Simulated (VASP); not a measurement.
Write the native input for VASP 6.6.1 that does the following.

```yaml
Task: single point
Functional: PBE
Potentials_or_basis: VASP PAW PBE potentials, release 64 (Sn_d, Ge_d, O)
Cutoff: 520 eV
k_mesh: 4 × 4 × 4
Occupations: gaussian, width 0.1 eV
Spin: no spin polarisation
Dipole_correction: no
Further_INCAR_settings: ALGO = Normal; EDIFF = 1e-06; NBANDS = 50
```

The structure of Sn3GeO4 lies in POSCAR:

```
Sn3GeO4
1.0
    0.0000000000      0.0000000000      4.9673217000
    5.3823317000      0.0000000000      0.0000000000
    0.0000000000      5.3823317000      0.0000000000
Sn Ge O
3 1 4
Direct
    0.2330090000      0.0000000000      0.5000000000
    0.2330090000      0.5000000000      0.0000000000
    0.7568400000      0.5000000000      0.5000000000
    0.7986430000      0.0000000000      0.0000000000
    0.9946240000      0.7546420000      0.2453580000
    0.9946240000      0.2453580000      0.7546420000
    0.9946240000      0.7546420000      0.7546420000
    0.9946240000      0.2453580000      0.2453580000
```

One way to write it, as run:

INCAR

```
PREC     = Accurate       # precision mode
ENCUT    = 520            # plane-wave cutoff, eV
EDIFF    = 1E-6           # SCF threshold, eV
ISMEAR   = 0              # smearing method
SIGMA    = 0.1            # smearing width, eV
LREAL    = F              # projectors in reciprocal space
LASPH    = T              # aspherical terms in the spheres
NELM     = 80             # most SCF steps
ALGO     = Normal         # electronic algorithm
ISIF     = 2              # what is computed and relaxed
LWAVE    = F              # write WAVECAR
LCHARG   = F              # write CHGCAR
GGA      = PE             # functional
NBANDS   = 50             # bands
```

KPOINTS

```
regular mesh
0
Gamma
  4 4 4
```

Potentials or basis: VASP PAW PBE potentials, release 64 (Sn_d, Ge_d, O).

Run with:

```bash
$ cat potpaw_PBE.64/Sn_d/POTCAR potpaw_PBE.64/Ge_d/POTCAR potpaw_PBE.64/O/POTCAR > POTCAR
$ mpirun -np 1 vasp_std > vasp.out
```

It gave:

```yaml
Pressure: 0.2 GPa
Largest_force: 0.075 eV/Å
Band_gap_on_the_k_mesh: 0.74 eV (least direct gap 0.77 eV)
```

Caveat: semilocal functionals underestimate gaps, and a narrow one can read as zero; spin-orbit coupling is left out, which moves the levels of the heavy elements.

Run time: 2 min on 1 thread of Oxide Virtual Turin-like Processor (shared host), peak memory 0.27 GiB.
